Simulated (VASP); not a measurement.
Here is a VASP 6.6.1 calculation.

INCAR

```
ALGO = Fast ; EDIFF = 1E-6
EDIFFG = -0.008 ; ENCUT = 600
GGA = PS ; IBRION = 2
ISIF = 3 ; ISMEAR = 0
LASPH = True ; LCHARG = False
LREAL = False ; LWAVE = False
NELM = 100 ; NSW = 70
PREC = Accurate ; PSTRESS = 100.0
SIGMA = 0.1
```

The input KPOINTS:

```
k-points
0
Gamma
  12 12 6
```

The input POSCAR:

```
Ge
1.0
    3.8419589831      0.0000000000      0.0000000000
   -1.9209794915      3.3272340796      0.0000000000
    0.0000000000      0.0000000000      6.3500516894
Ge
4
Direct
    0.6666666667      0.3333333333      0.0631553475
    0.3333333333      0.6666666667      0.5631553475
    0.6666666667      0.3333333333      0.4368446525
    0.3333333333      0.6666666667      0.9368446525
```

Potentials or basis: VASP PAW PBE potentials, release 64 (Ge_d).

Run with:

```console
$ cat potpaw_PBE.64/Ge_d/POTCAR > POTCAR
$ mpirun -np 1 vasp_std > vasp.out
```

Task: Predict the relaxed volume.

Result: 20.37 Å³/atom.

Task: Predict the relaxed cell.

Result: a = 3.847 Å, b = 3.847 Å, c = 6.358 Å, α = 90.00°, β = 90.00°, γ = 120.00°.

Task: Predict the band gap on the k mesh.

Result: 0.04 eV.

Final structure:
```
CELL_PARAMETERS angstrom
3.84651 0.00000 0.00000
-1.92325 3.33118 0.00000
0.00000 0.00000 6.35825
ATOMIC_POSITIONS crystal
Ge 0.66667 0.33333 0.06326
Ge 0.33333 0.66667 0.56325
Ge 0.66667 0.33333 0.43674
Ge 0.33333 0.66667 0.93674
```

Caveat: the cell is relaxed towards a set pressure, so the run minimises the enthalpy, not the energy; the smearing spreads over this small gap; semilocal functionals underestimate gaps, and a narrow one can read as zero; the PAW data sets were made with another functional, which shifts forces and pressure a little. A k mesh can miss the band edges.
